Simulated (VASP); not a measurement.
A run of VASP 6.6.1 is set up as follows.

File POSCAR:

```
Si
1.0
    0.0000000000      2.7155000000      2.7155000000
    2.7155000000      0.0000000000      2.7155000000
    2.7155000000      2.7155000000      0.0000000000
Si
2
Direct
    0.0000000000      0.0000000000      0.0000000000
    0.2500000000      0.2500000000      0.2500000000
```

INCAR.step1

```
PREC = Accurate
ENCUT = 500
EDIFF = 1E-8
ISMEAR = 0
SIGMA = 0.01
LREAL = F
LASPH = T
NELM = 100
ALGO = Normal
LWAVE = T
LCHARG = F
GGA = PE
```

The input INCAR.step2:

```
PREC = Accurate
ENCUT = 500
EDIFF = 1E-8
ISMEAR = 0
SIGMA = 0.01
LREAL = F
LASPH = T
NELM = 1
ALGO = Exact
LWAVE = T
LCHARG = F
GGA = PE
NBANDS = 403
LOPTICS = T
ISTART = 1
```

The input INCAR.step3:

```
PREC = Accurate
ENCUT = 500
EDIFF = 1E-8
ISMEAR = 0
SIGMA = 0.01
LREAL = F
LASPH = T
ALGO = EVGW0
LWAVE = F
LCHARG = F
GGA = PE
NELMGW = 1
NBANDS = 403
ENCUTGW = 180.0
NOMEGA = 48
PRECFOCK = Fast
ISTART = 1
NBANDSGW = 12
```

File KPOINTS:

```
Automatic mesh
0
Gamma
  2 2 2
```

Potentials or basis: VASP PAW PBE potentials, release 64 (Si_GW).

Command:

```bash
$ cat potpaw_PBE.64/Si_GW/POTCAR > POTCAR
$ cp INCAR.step1 INCAR
$ mpirun -np 1 vasp_std > vasp.out
$ cp INCAR.step2 INCAR
$ mpirun -np 1 vasp_std > vasp.out
$ cp INCAR.step3 INCAR
$ mpirun -np 1 vasp_std > vasp.out
```

Task: What does it give for the quasiparticle gap?

Result: 1.14 eV.

Task: Predict the least direct quasiparticle gap.

Result: 3.17 eV.

Task: Estimate the least direct gap of the starting levels on the mesh.

Result: 2.44 eV.

Task: What does it give for the band gap of the starting levels on the mesh?

Result: 0.60 eV.

Caveat: the k points lie up to 1.00 Å⁻¹ apart; bands, screening cutoff and mesh are small and nothing is extrapolated, so the quasiparticle values aren't converged.
